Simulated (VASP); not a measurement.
Input of a VASP 6.6.1 run:

The input INCAR:

```
SYSTEM = Ti2GaS3
PREC     = Accurate       ! precision mode
ENCUT    = 520            ! plane-wave cutoff, eV
EDIFF    = 1E-6           ! SCF threshold, eV
ISMEAR   = 0              ! smearing method
SIGMA    = 0.2            ! smearing width, eV
LREAL    = .FALSE.        ! projectors in reciprocal space
LASPH    = .TRUE.         ! aspherical terms in the spheres
NELM     = 80             ! most SCF steps
ALGO     = Normal         ! electronic algorithm
ISIF     = 2              ! what is computed and relaxed
LWAVE    = .FALSE.        ! write WAVECAR
LCHARG   = .TRUE.         ! write CHGCAR
GGA      = PE             ! functional
LELF     = .TRUE.         ! ELF
LVHAR    = .TRUE.       
NBANDS   = 67             ! bands
```

The input KPOINTS:

```
Automatic mesh
0
G
  6 6 1
  0 0 0
```

File POSCAR:

```
Ti2GaS3
1.0
    3.3497623537      0.0000000000      0.0000000000
   -1.6748811769      2.9009792950      0.0000000000
    0.0000000000      0.0000000000     21.2496743455
Ti Ga S
4 2 6
Direct
    0.6666666667      0.3333333333      0.3250023402
    0.6666666667      0.3333333333      0.8250023402
    0.6666666667      0.3333333333      0.1749976598
    0.6666666667      0.3333333333      0.6749976598
    0.0000000000      1.0000000000      0.0000000000
    0.0000000000      1.0000000000      0.5000000000
    0.0000000000      0.0000000000      0.2500000000
    0.0000000000      0.0000000000      0.7500000000
    0.3333333333      0.6666666667      0.1050505054
    0.3333333333      0.6666666667      0.6050505054
    0.3333333333      0.6666666667      0.3949494946
    0.3333333333      0.6666666667      0.8949494946
```

Potentials or basis: VASP PAW PBE potentials, release 64 (Ti_sv, Ga_d, S).

Launch:

```bash
$ cat potpaw_PBE.64/Ti_sv/POTCAR potpaw_PBE.64/Ga_d/POTCAR potpaw_PBE.64/S/POTCAR > POTCAR
$ mpirun -np 1 vasp_std > vasp.out
```

Problem. Predict the largest force.

Solution. 0.018 eV/Å.

Problem. Estimate the pressure.

Solution. 0.1 GPa.

Problem. What does it give for the band gap on the k mesh?

Solution. Zero (bands 55 and 56 overlap by 0.67 eV).

Stress tensor (GPa, compression positive):
```
 0.41  0.00  0.00
 0.00  0.41  0.00
 0.00  0.00 -0.45
```

Caveat: the k points lie up to 0.36 Å⁻¹ apart, too coarse for converged energies and pressures of a metal.
